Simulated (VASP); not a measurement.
# MgCd2O3 in VASP: further runs, part 2 of 2

VASP 6.6.1.

**3. Single point, PBE**

File INCAR:

```
SYSTEM = MgCd2O3
ALGO = Normal
EDIFF = 1E-6
ENCUT = 840
GGA = PE
GGA_COMPAT = .FALSE.
ISIF = 2
ISMEAR = 0
LASPH = .TRUE.
LCHARG = .FALSE.
LREAL = .FALSE.
LWAVE = .FALSE.
NBANDS = 80
NELM = 120
PREC = Accurate
SIGMA = 0.1
```

File KPOINTS:

```
k-points
0
G
  4 4 2
  0 0 0
```

File POSCAR:

```
MgCd2O3
1.0
    3.2381692209      0.0000000000      0.0000000000
    0.0000000001      5.6086736142      0.0000000000
    0.0000000000      0.0000000000      8.0911212327
Mg Cd O
2 4 6
Direct
    0.0000000000      0.0000000000      0.0000000000
    0.5000000000      0.5000000000      1.0000000000
    0.5000000000      0.1666666667      0.3232322815
    1.0000000000      0.6666666667      0.3232322815
    0.0000000000      0.3333333333      0.6767677185
    0.5000000000      0.8333333333      0.6767677185
    0.5000000000      0.1666666667      0.8586371444
    1.0000000000      0.6666666667      0.8586371444
    0.0000000000      0.3333333333      0.1413628556
    0.5000000000      0.8333333333      0.1413628556
    0.0000000000      0.0000000000      0.5000000000
    0.5000000000      0.5000000000      0.5000000000
```

Potentials or basis: VASP PAW PBE potentials, release 64 (Mg_sv, Cd_sv_GW, O).

Run with:

```
> cat potpaw_PBE.64/Mg_sv/POTCAR potpaw_PBE.64/Cd_sv_GW/POTCAR potpaw_PBE.64/O/POTCAR > POTCAR
> mpirun -np 1 vasp_std > vasp.out
```

OUTCAR:

```text
SYSTEM = MgCd2O3
   EDIFF = 1E-6
   ENCUT = 840
   GGA = PE
   ISIF = 2
   ISMEAR = 0
   LASPH = .TRUE.
   LREAL = .FALSE.
   NELM = 120
   PREC = Accurate

 ion  position               nearest neighbor table
   1  0.000  0.000  0.000-
   2  0.500  0.500  0.000-
   3  0.500  0.167  0.323-
   4  0.000  0.667  0.323-
   5  0.000  0.333  0.677-
   6  0.500  0.833  0.677-
   7  0.500  0.167  0.859-
   8  0.000  0.667  0.859-
   9  0.000  0.333  0.141-
  10  0.500  0.833  0.141-
  11  0.000  0.000  0.500-
  12  0.500  0.500  0.500-

  LATTYP: Found a simple orthorhombic cell.
 ALAT       =     3.2381692209
 B/A-ratio  =     1.7320508076
 C/A-ratio  =     2.4986715273

  Lattice vectors:

 A1 = (   3.2381692209,   0.0000000000,   0.0000000000)
 A2 = (   0.0000000001,   5.6086736142,   0.0000000000)
 A3 = (   0.0000000000,   0.0000000000,   8.0911212327)

Analysis of symmetry for initial positions (statically):
=====================================================================
 Subroutine PRICEL returns following result:

  LATTYP: Found a hexagonal cell.
 ALAT       =     3.2381692209
 C/A-ratio  =     2.4986715273

  Lattice vectors:

 A1 = (  -3.2381692209,  -0.0000000000,   0.0000000000)
 A2 = (   1.6190846104,  -2.8043368071,   0.0000000000)
 A3 = (   0.0000000000,   0.0000000000,   8.0911212327)

   2 primitive cells build up your supercell.

 Routine SETGRP: Setting up the symmetry group for a
 simple orthorhombic supercell.

 Subroutine GETGRP returns: Found  4 space group operations
 (whereof  4 operations were pure point group operations)
 out of a pool of  8 trial point group operations.

The static configuration has the point symmetry C_2h.

Analysis of symmetry for dynamics (positions and initial velocities):
=====================================================================
 Subroutine PRICEL returns following result:

  LATTYP: Found a hexagonal cell.
 ALAT       =     3.2381692209
 C/A-ratio  =     2.4986715273

  Lattice vectors:

 A1 = (  -3.2381692209,  -0.0000000000,   0.0000000000)
 A2 = (   1.6190846104,  -2.8043368071,   0.0000000000)
 A3 = (   0.0000000000,   0.0000000000,   8.0911212327)

   2 primitive cells build up your supercell.

 Routine SETGRP: Setting up the symmetry group for a
 simple orthorhombic supercell.

 Subroutine GETGRP returns: Found  4 space group operations
 (whereof  4 operations were pure point group operations)
 out of a pool of  8 trial point group operations.

The dynamic configuration has the point symmetry C_2h.

 Subroutine INISYM returns: Found  4 space group operations
 (whereof  4 operations are pure point group operations),
 and found     2 'primitive' translations

----------------------------------------------------------------------------------------

                                     Primitive cell
[... 57 lines left out ...]
  0.250000  0.000000  0.000000      2.000000
  0.500000  0.000000  0.000000      1.000000
  0.000000  0.250000  0.000000      2.000000
  0.250000  0.250000  0.000000      4.000000
  0.500000  0.250000  0.000000      2.000000
[... 10 lines left out ...]
  0.250000  0.500000  0.500000      2.000000
  0.500000  0.500000  0.500000      1.000000
   k-points           NKPTS =     18   k-points in BZ     NKDIM =     18   number of bands    NBANDS=     80
   number of dos      NEDOS =    301   number of ions     NIONS =     12
   total plane-waves  NPLWV = 138240
   dimension x,y,z NGX =    32 NGY =   54 NGZ =   80
   dimension x,y,z NGXF=    64 NGYF=  108 NGZF=  160
   ions per type =               2   4   6
   NGX,Y,Z   is equivalent  to a cutoff of  16.43, 16.01, 16.44 a.u.
   NGXF,Y,Z  is equivalent  to a cutoff of  32.86, 32.01, 32.87 a.u.
 SYSTEM =  MgCd2O3
   PREC   = accura    normal or accurate (medium, high low for compatibility)
   ISTART =      0    job   : 0-new  1-cont  2-samecut
   ICHARG =      2    charge: 1-file 2-atom 10-const
   ISPIN  =      1    spin polarized calculation?
   LNONCOLLINEAR =      F non collinear calculations
   LSORBIT =      F    spin-orbit coupling
   LASPH  =      T    aspherical Exc in radial PAW
   ENCUT  =  840.0 eV  61.74 Ry    7.86 a.u.   7.65 13.25 19.12*2*pi/ulx,y,z
   NELM   =    120;   NELMIN=  2; NELMDL= -5     # of ELM steps
   EDIFF  = 0.1E-05   stopping-criterion for ELM
   LREAL  =      F    real-space projection
   EDIFFG = 0.1E-04   stopping-criterion for IOM
   NSW    =      0    number of steps for IOM
   IBRION =     -1    ionic relax: 0-MD 1-quasi-New 2-CG
   NFREE  =      0    steps in history (QN), initial steepest desc. (CG)
   ISIF   =      2    stress and relaxation
   ISYM   =      2    0-nonsym 1-usesym 2-fastsym
   POTIM  = 0.5000    time-step for ionic-motion
   TEBEG  =    0.0;   TEEND  =   0.0 temperature during run
   PSTRESS=    0.0 pullay stress
   NELECT =     136.0000    total number of electrons
   NUPDOWN=      -1.0000    fix difference up-down
   EMIN   =  10.00;   EMAX   =-10.00  energy-range for DOS
   EFERMI =   0.00;   METHOD = LEGACY
   ISMEAR =     0;   SIGMA  =   0.10  broadening in eV -4-tet -1-fermi 0-gaus
   EFERMI_NEDOS =   21; number of points for ismear=-14 and -15
   IALGO  =     38    algorithm
   IMIX   =      4    mixing-type and parameters
     AMIX     =   0.40;   BMIX     =  1.00
     AMIX_MAG =   1.60;   BMIX_MAG =  1.00
  volume/ion in A,a.u.               =      12.25        82.64
  Fermi-wavevector in a.u.,A,eV,Ry     =   1.595383  3.014837 34.630192  2.545247
  Thomas-Fermi vector in A             =   2.693310
   LORBIT       =      0    0 simple, 1 ext, 2 COOP (PROOUT), +10 PAW based schemes
   GGA     = PE    functional components
   LHFCALC =     F    Hartree Fock is set to
   AEXX    =    0.0000 exact exchange contribution
   IVDW    =     0    specifies the selected vdW correction
   LEPSILON=     F    determine dielectric tensor
   LRPA    =     F    only Hartree local field effects (RPA)
 non-spin polarized calculation
 Gauss-broadening in eV      SIGMA  =   0.10
  energy-cutoff  :      840.00
  volume of cell :      146.95
 maximum number of plane-waves:      8179
 NGX is ok and might be reduce to    32
   NGX = 15   NGY = 27   NGZ = 39

 number of electron     136.0000021 magnetization

 Free energy of the ion-electron system (eV)
  ---------------------------------------------------
  ext. energy  EPLUGINS =         0.00000000
  ---------------------------------------------------
  free energy    TOTEN  =       -54.52935897 eV

  energy without entropy =      -54.52935792  energy(sigma->0) =      -54.52935844

 E-fermi :   4.3636     XC(G=0): -11.5558

 val. band max:        4.0529739423   @ k =   0.0000   0.0000   0.0000
 cond. band min:       4.6493505193   @ k =   0.0000   0.0000   0.0000
 fundamental gap:      0.5963765770
 Fermi energy:         4.3636028784

 k-point     1 :       0.0000    0.0000    0.0000
  band No.  band energies     occupation
      1     -96.2619      2.00000
      2     -96.2616      2.00000
      3     -96.2607      2.00000
      4     -96.2606      2.00000
      5     -69.0583      2.00000
      6     -69.0565      2.00000
[... 1483 lines left out ...]
     79      14.3668      0.00000
     80      14.3747      0.00000

------------------------ aborting loop because EDIFF is reached ----------------------------------------

  FORCE on cell =-STRESS in cart. coord.  units (eV):
  Direction    XX          YY          ZZ          XY          YZ          ZX
  --------------------------------------------------------------------------------------
  -------------------------------------------------------------------------------------
  Total       -0.0564018     -0.2663208     -0.2591592     -0.0000000     -0.0279484     -0.0000000
  in kB       -0.6149430     -2.9036695     -2.8255872     -0.0000000     -0.3047190     -0.0000000
  external PRESSURE =      -2.1147332 kB  Pullay stress =       0.0000000 kB

 VOLUME and BASIS-vectors are now :
 -----------------------------------------------------------------------------
  energy-cutoff  :      840.00
  volume of cell :      146.95
      direct lattice vectors                 reciprocal lattice vectors
     3.238169221  0.000000000  0.000000000     0.308816474 -0.000000000  0.000000000
     0.000000000  5.608673614  0.000000000     0.000000000  0.178295274  0.000000000
     0.000000000  0.000000000  8.091121233     0.000000000  0.000000000  0.123592265

 POSITION                                       TOTAL-FORCE (eV/Angst)
 -----------------------------------------------------------------------------------
      0.00000      0.00000      0.00000         0.000000      0.000000     -0.000000
      1.61908      2.80434      0.00000         0.000000     -0.000000     -0.000000
      1.61908      0.93478      2.61531         0.000000      0.000572      0.003056
      0.00000      3.73912      2.61531         0.000000      0.000572      0.003056
      0.00000      1.86956      5.47581        -0.000000     -0.000572     -0.003056
      1.61908      4.67389      5.47581        -0.000000     -0.000572     -0.003056
      1.61908      0.93478      6.94734        -0.000000     -0.005140     -0.012316
      0.00000      3.73912      6.94734        -0.000000     -0.005140     -0.012316
      0.00000      1.86956      1.14378         0.000000      0.005140      0.012316
      1.61908      4.67389      1.14378         0.000000      0.005140      0.012316
      0.00000      0.00000      4.04556         0.000000      0.000000     -0.000000
      1.61908      2.80434      4.04556         0.000000     -0.000000     -0.000000
 -----------------------------------------------------------------------------------
    total drift:                                0.000000      0.000000     -0.000000

  FREE ENERGIE OF THE ION-ELECTRON SYSTEM (eV)
  ---------------------------------------------------
  free  energy   TOTEN  =       -54.5293589661 eV

  energy  without entropy=      -54.5293579193  energy(sigma->0) =      -54.52935844
```

It took 7.8 min on 1 thread of Intel Xeon 6975P-C (Granite Rapids), shared host; peak memory 0.58 GiB.

Results:

* Free energy: -54.5294 eV
* Pressure: -0.2 GPa
* Largest force: 0.013 eV/Å
* Band gap on the k mesh: 0.60 eV

Forces on the atoms (eV/Å):
```
Mg   0.000  0.000  0.000
Mg   0.000  0.000  0.000
Cd   0.000  0.001  0.003
Cd   0.000  0.001  0.003
Cd   0.000 -0.001 -0.003
Cd   0.000 -0.001 -0.003
O    0.000 -0.005 -0.012
O    0.000 -0.005 -0.012
O    0.000  0.005  0.012
O    0.000  0.005  0.012
O    0.000  0.000  0.000
O    0.000  0.000  0.000
```

Stress tensor (GPa, compression positive):
```
-0.06  0.00  0.00
 0.00 -0.29 -0.03
 0.00 -0.03 -0.28
```

Caveat: the k points lie up to 0.49 Å⁻¹ apart; semilocal functionals underestimate gaps, and a narrow one can read as zero.
